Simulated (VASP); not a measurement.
# HfS5 (P6/mmm) in VASP: notebook, part 3 of 3

VASP 6.6.1. The steps go on from the part before.

## 5. Single point, PBE

This run uses another cell than the first one, of 21.77 Å³/atom, 0.954 times its volume.

INCAR

```
ALGO = Normal ; EDIFF = 1E-6
ENCUT = 520 ; GGA = PE
ISIF = 2 ; ISMEAR = 0
LASPH = T ; LCHARG = T
LELF = T ; LREAL = F
LVHAR = T ; LWAVE = F
NBANDS = 29 ; NELM = 80
PREC = Accurate ; SIGMA = 0.1
```

KPOINTS

```
k-points
0
Gamma
  12 12 6
```

POSCAR

```
HfS5
1.0
    4.6415319155      0.0000000000      0.0000000000
   -2.3207659577      4.0196845513      0.0000000000
    0.0000000000      0.0000000000      7.0010188062
Hf S
1 5
Direct
    0.0000000000      0.0000000000      0.0000000000
    0.5000000000      0.0000000000      0.5000000000
    0.5000000000      0.5000000000      0.5000000000
    0.0000000000      0.5000000000      0.5000000000
    0.3333333333      0.6666666667      0.0000000000
    0.6666666667      0.3333333333      0.0000000000
```

Potentials or basis: VASP PAW PBE potentials, release 64 (Hf_pv, S).

On the command line:

```
cat potpaw_PBE.64/Hf_pv/POTCAR potpaw_PBE.64/S/POTCAR > POTCAR
mpirun -np 1 vasp_std > vasp.out
```

OUTCAR:

```text
EDIFF = 1E-6
   ENCUT = 520
   GGA = PE
   ISIF = 2
   ISMEAR = 0
   LASPH = T
   LREAL = F
   NELM = 80
   PREC = Accurate

 ion  position               nearest neighbor table
   1  0.000  0.000  0.000-   5 2.68   6 2.68   5 2.68   6 2.68   6 2.68   5 2.68
   2  0.500  0.000  0.500-   3 2.32   3 2.32   4 2.32   4 2.32
   3  0.500  0.500  0.500-   2 2.32   2 2.32   4 2.32   4 2.32
   4  0.000  0.500  0.500-   3 2.32   3 2.32   2 2.32   2 2.32
   5  0.333  0.667  0.000-   1 2.68   6 2.68   6 2.68   1 2.68   1 2.68   6 2.68
   6  0.667  0.333  0.000-   1 2.68   5 2.68   5 2.68   1 2.68   1 2.68   5 2.68

  LATTYP: Found a hexagonal cell.
 ALAT       =     4.6415319155
 C/A-ratio  =     1.5083422744

  Lattice vectors:

 A1 = (   4.6415319155,   0.0000000000,   0.0000000000)
 A2 = (  -2.3207659577,   4.0196845513,   0.0000000000)
 A3 = (   0.0000000000,   0.0000000000,   7.0010188062)

Analysis of symmetry for initial positions (statically):
=====================================================================
 Subroutine PRICEL returns:
 Original cell was already a primitive cell.

 Routine SETGRP: Setting up the symmetry group for a
 hexagonal supercell.

 Subroutine GETGRP returns: Found 24 space group operations
 (whereof 24 operations were pure point group operations)
 out of a pool of 24 trial point group operations.

The static configuration has the point symmetry D_6h.

Analysis of symmetry for dynamics (positions and initial velocities):
=====================================================================
 Subroutine PRICEL returns:
 Original cell was already a primitive cell.

 Routine SETGRP: Setting up the symmetry group for a
 hexagonal supercell.

 Subroutine GETGRP returns: Found 24 space group operations
 (whereof 24 operations were pure point group operations)
[... 124 lines left out ...]
   EFERMI =   0.00;   METHOD = LEGACY
   ISMEAR =     0;   SIGMA  =   0.10  broadening in eV -4-tet -1-fermi 0-gaus
   EFERMI_NEDOS =   21; number of points for ismear=-14 and -15
   IALGO  =     38    algorithm
   IMIX   =      4    mixing-type and parameters
     AMIX     =   0.40;   BMIX     =  1.00
     AMIX_MAG =   1.60;   BMIX_MAG =  1.00
  volume/ion in A,a.u.               =      21.77       146.91
  Fermi-wavevector in a.u.,A,eV,Ry     =   1.103460  2.085237 16.566783  1.217624
  Thomas-Fermi vector in A             =   2.239918
   LORBIT       =      0    0 simple, 1 ext, 2 COOP (PROOUT), +10 PAW based schemes
   GGA     = PE    functional components
   LHFCALC =     F    Hartree Fock is set to
   AEXX    =    0.0000 exact exchange contribution
   IVDW    =     0    specifies the selected vdW correction
   LEPSILON=     F    determine dielectric tensor
   LRPA    =     F    only Hartree local field effects (RPA)
 non-spin polarized calculation
 Gauss-broadening in eV      SIGMA  =   0.10
  energy-cutoff  :      520.00
  volume of cell :      130.62
 maximum number of plane-waves:      3542
 NGX is ok and might be reduce to    36
   NGX = 17   NGY = 17   NGZ = 27

 number of electron      39.9999998 magnetization

 Free energy of the ion-electron system (eV)
  ---------------------------------------------------
  ext. energy  EPLUGINS =         0.00000000
  ---------------------------------------------------
  free energy    TOTEN  =       -29.32079411 eV

  energy without entropy =      -29.28984715  energy(sigma->0) =      -29.30532063

 E-fermi :   4.3393     XC(G=0):  -9.5181

 val. band max:        4.3374188534   @ k =   0.3333   0.0833   0.0000
 cond. band min:       4.3397985336   @ k =   0.0833   0.0000   0.3333
 fundamental gap:      0.0023796801
 Fermi energy:         4.3393483178

 k-point     1 :       0.0000    0.0000    0.0000
  band No.  band energies     occupation
      1     -28.2915      2.00000
      2     -27.5832      2.00000
      3     -27.5832      2.00000
      4     -12.4382      2.00000
      5      -9.9015      2.00000
      6      -5.9245      2.00000
[... 757 lines left out ...]
     28       9.9746      0.00000
     29      10.2175      0.00000

 [... further k-points ...]
[... 5 lines left out ...]
  --------------------------------------------------------------------------------------
  -------------------------------------------------------------------------------------
  Total       -0.4821500     -0.4821500     -0.0454423     -0.0000000     -0.0000000      0.0000000
  in kB       -5.9139572     -5.9139572     -0.5573869     -0.0000000     -0.0000000      0.0000000
  external PRESSURE =      -4.1284338 kB  Pullay stress =       0.0000000 kB

 VOLUME and BASIS-vectors are now :
 -----------------------------------------------------------------------------
  energy-cutoff  :      520.00
  volume of cell :      130.62
      direct lattice vectors                 reciprocal lattice vectors
     4.641531915  0.000000000  0.000000000     0.215446111  0.124387870  0.000000000
    -2.320765958  4.019684551  0.000000000     0.000000000  0.248775740  0.000000000
     0.000000000  0.000000000  7.001018806     0.000000000  0.000000000  0.142836354

 POSITION                                       TOTAL-FORCE (eV/Angst)
 -----------------------------------------------------------------------------------
      0.00000      0.00000      0.00000         0.000000      0.000000      0.000000
      2.32077      0.00000      3.50051         0.000000      0.000000      0.000000
      1.16038      2.00984      3.50051         0.000000      0.000000      0.000000
     -1.16038      2.00984      3.50051         0.000000      0.000000      0.000000
     -0.00000      2.67979      0.00000        -0.000000      0.000000     -0.000000
      2.32077      1.33989      0.00000         0.000000      0.000000      0.000000
 -----------------------------------------------------------------------------------
    total drift:                                0.000000     -0.000000      0.000000

  FREE ENERGIE OF THE ION-ELECTRON SYSTEM (eV)
  ---------------------------------------------------
  free  energy   TOTEN  =       -29.3207941085 eV

  energy  without entropy=      -29.2898471511  energy(sigma->0) =      -29.30532063
```

OSZICAR:

```text
N       E                     dE             d eps       ncg     rms          rms(c)
DAV:   1     0.210205022986E+03    0.21021E+03   -0.18499E+04  4408   0.121E+03
DAV:   2    -0.156847567959E+02   -0.22589E+03   -0.21763E+03  5692   0.251E+02
DAV:   3    -0.324097555384E+02   -0.16725E+02   -0.16455E+02  5608   0.619E+01
DAV:   4    -0.327464511967E+02   -0.33670E+00   -0.33457E+00  5807   0.987E+00
DAV:   5    -0.327538837083E+02   -0.74325E-02   -0.74273E-02  5606   0.143E+00    0.385E+01
DAV:   6    -0.297054767005E+02    0.30484E+01   -0.88968E+00  5051   0.967E+00    0.310E+01
DAV:   7    -0.299354690319E+02   -0.22999E+00   -0.95296E+00  5759   0.598E+00    0.149E+01
DAV:   8    -0.293766319318E+02    0.55884E+00   -0.44028E+00  5709   0.478E+00    0.174E+00
DAV:   9    -0.293280027537E+02    0.48629E-01   -0.37203E-01  5494   0.167E+00    0.135E+00
DAV:  10    -0.293263191225E+02    0.16836E-02   -0.58928E-02  5582   0.791E-01    0.978E-01
DAV:  11    -0.293209781485E+02    0.53410E-02   -0.17087E-02  5205   0.470E-01    0.136E-01
DAV:  12    -0.293207976929E+02    0.18046E-03   -0.14134E-03  5311   0.153E-01    0.945E-02
DAV:  13    -0.293207799209E+02    0.17772E-04   -0.14992E-04  5204   0.492E-02    0.860E-02
DAV:  14    -0.293207948516E+02   -0.14931E-04   -0.37727E-05  5201   0.267E-02    0.189E-02
DAV:  15    -0.293207941085E+02    0.74310E-06   -0.18332E-06  5038   0.589E-03
   1 F= -.29320794E+02 E0= -.29305321E+02  d E =-.309470E-01
```

stdout:

```text
POSCAR found type information on POSCAR HfS
 POSCAR found :  2 types and       6 ions
 scaLAPACK will be used
 LDA part: xc-table for (Slater+PW92), standard interpolation
 POSCAR, INCAR and KPOINTS ok, starting setup
 FFT: planning ... GRIDC
 FFT: planning ... GRID_SOFT
 FFT: planning ... GRID
 WAVECAR not read
 entering main loop
```

Wall time 3.8 min (1 thread of Intel Xeon Platinum 8488C (Sapphire Rapids), shared host); peak memory 0.39 GiB.

What came out:

| Item | Value |
| --- | --- |
| Free energy | -29.3208 eV |
| Pressure | -0.4 GPa |
| Band gap on the k mesh | zero (band 20 reaches 5.48 eV, above the bottom of band 21 at 3.71 eV) |

Levels at points of the mesh, in eV from the Fermi level:
```
           k point  band 18  band 19  band 20  band 21  band 22  band 23
(0.00, 0.00, 0.00)    -0.18    -0.05    -0.05     0.00     0.97     0.97
(0.50, 0.00, 0.00)    -0.97    -0.88    -0.70    -0.62    -0.08     0.72
(0.00, 0.00, 0.50)    -0.06     0.05     0.05     0.83     1.06     1.06
(0.50, 0.00, 0.50)    -1.55    -0.98    -0.82    -0.22    -0.08     0.72
```

Caveat: spin-orbit coupling is left out, which moves the levels of the heavy elements.

## 6. Relaxation of cell and atoms, PBE

INCAR

```
PREC = Accurate ; ENCUT = 600
EDIFF = 1E-6 ; ISMEAR = 0
SIGMA = 0.1 ; LREAL = F
LASPH = T ; NELM = 100
ALGO = Normal ; ISIF = 3
LWAVE = F ; LCHARG = F
GGA = PE ; IBRION = 2
NSW = 90 ; EDIFFG = -0.04
```

KPOINTS

```
regular mesh
0
Gamma
  6 6 4
```

Changes to POSCAR since step 5:

```diff
@@ -2,5 +2,5 @@
 1.0
-    4.6415319155      0.0000000000      0.0000000000
-   -2.3207659577      4.0196845513      0.0000000000
-    0.0000000000      0.0000000000      7.0010188062
+    4.6146958803      0.0000000000      0.0000000000
+   -2.3073479401      3.9964438631      0.0000000000
+    0.0000000000      0.0000000000      7.4275995747
 Hf S
```

Potentials or basis: VASP PAW PBE potentials, release 64 (Hf_pv, S).

On the command line:

```
cat potpaw_PBE.64/Hf_pv/POTCAR potpaw_PBE.64/S/POTCAR > POTCAR
mpirun -np 1 vasp_std > vasp.out
```

Wall time 8.8 min (1 thread of Intel Xeon Platinum 8488C (Sapphire Rapids), shared host); peak memory 0.35 GiB.

The run converged. Its results:

| Quantity | Value |
| --- | --- |
| Free energy | -29.4855 eV |
| Relaxed volume | 21.43 Å³/atom |
| Relaxed cell | a = 4.643 Å, b = 4.643 Å, c = 6.887 Å, α = 90.00°, β = 90.00°, γ = 120.00° |
| Space group after relaxing (to 0.05 Å) | P6/mmm (No. 191) |
| Energy gained by relaxing | 11.2 meV/atom |
| Ionic steps | 10 |
| Pressure after relaxing | 0.0 GPa |
| Band gap on the k mesh | zero (band 20 reaches 5.65 eV, above the bottom of band 21 at 3.83 eV) |

Step by step:
```tsv
step	energy change (eV)	largest force (eV/Å)	pressure (GPa)	volume (Å³)
1	0.0000	0.0000	1.12	136.98
2	-0.0052	0.0000	-2.15	140.14
3	-0.0205	0.0000	-0.70	138.67
4	-0.0311	0.0000	-0.68	137.30
5	-0.0565	0.0000	-0.57	133.19
6	-0.0545	0.0000	-0.03	125.00
7	-0.0664	0.0000	-0.40	129.58
8	-0.0666	0.0000	-0.37	129.08
9	-0.0590	0.0000	1.26	127.03
10	-0.0674	0.0000	0.01	128.60
```

Final structure:
```cif
data_structure
_symmetry_space_group_name_H-M 'P 1'
_symmetry_Int_Tables_number 1
_cell_length_a 4.6433
_cell_length_b 4.6433
_cell_length_c 6.8872
_cell_angle_alpha 90.000
_cell_angle_beta 90.000
_cell_angle_gamma 120.000
_cell_volume 128.60
loop_
_atom_site_label
_atom_site_type_symbol
_atom_site_fract_x
_atom_site_fract_y
_atom_site_fract_z
_atom_site_occupancy
Hf1 Hf 0.00000 0.00000 0.00000 1
S1 S 0.50000 0.00000 0.50000 1
S2 S 0.50000 0.50000 0.50000 1
S3 S 0.00000 0.50000 0.50000 1
S4 S 0.33333 0.66667 0.00000 1
S5 S 0.66667 0.33333 0.00000 1
```

Levels at points of the mesh, in eV from the Fermi level:
```csv
k point,band 16,band 17,band 18,band 19,band 20,band 21,band 22,band 23,band 24
"(0.00, 0.00, 0.00)",-0.79,-0.79,-0.22,0.02,0.02,0.04,0.97,0.97,3.72
"(0.50, 0.00, 0.00)",-1.37,-1.30,-0.79,-0.72,-0.60,-0.59,-0.10,0.80,1.20
"(0.00, 0.00, 0.50)",-0.83,-0.83,-0.08,0.15,0.15,0.91,1.08,1.08,2.98
"(0.50, 0.00, 0.50)",-1.57,-1.36,-1.35,-0.81,-0.65,-0.12,-0.11,0.74,0.80
```

Caveat: spin-orbit coupling is left out, which moves the levels of the heavy elements.

## 7. The runs side by side

| task | cell | k mesh | cutoff (eV) | gap on the mesh (eV) | pressure (GPa) | relaxed volume (Å³/atom) |
| --- | --- | --- | --- | --- | --- | --- |
| single point | a = 4.615, b = 4.615, c = 7.428 Å, angles 90.0, 90.0, 120.0°, 6 atoms | 3 × 3 × 4 | 520 | none | -0.3 | - |
| single point | a = 4.651, b = 4.651, c = 6.897 Å, angles 90.0, 90.0, 120.0°, 6 atoms | 6 × 6 × 4 | 520 | none | -0.4 | - |
| relaxation of cell and atoms | relaxed from a = 5.758, b = 5.758, c = 4.726 Å, angles 90.0, 90.0, 120.0°, 6 atoms | 3 × 3 × 4 | 600 | none | 0.1 | 22.36 |
| single point | a = 4.642, b = 4.642, c = 7.001 Å, angles 90.0, 90.0, 120.0°, 6 atoms | 12 × 12 × 6 | 520 | none | -0.4 | - |
| relaxation of cell and atoms | relaxed from a = 4.615, b = 4.615, c = 7.428 Å, angles 90.0, 90.0, 120.0°, 6 atoms | 6 × 6 × 4 | 600 | none | 0.0 | 21.43 |

Alike in all rows: level PBE; potentials or basis VASP PAW PBE potentials, release 64 (Hf_pv, S); no spin polarisation; smearing gaussian 0.1 eV.

Caveats: some runs use coarse meshes; spin-orbit coupling is left out, which moves the levels of the heavy elements.

Absolute energies hang on the potentials; compare differences alone.
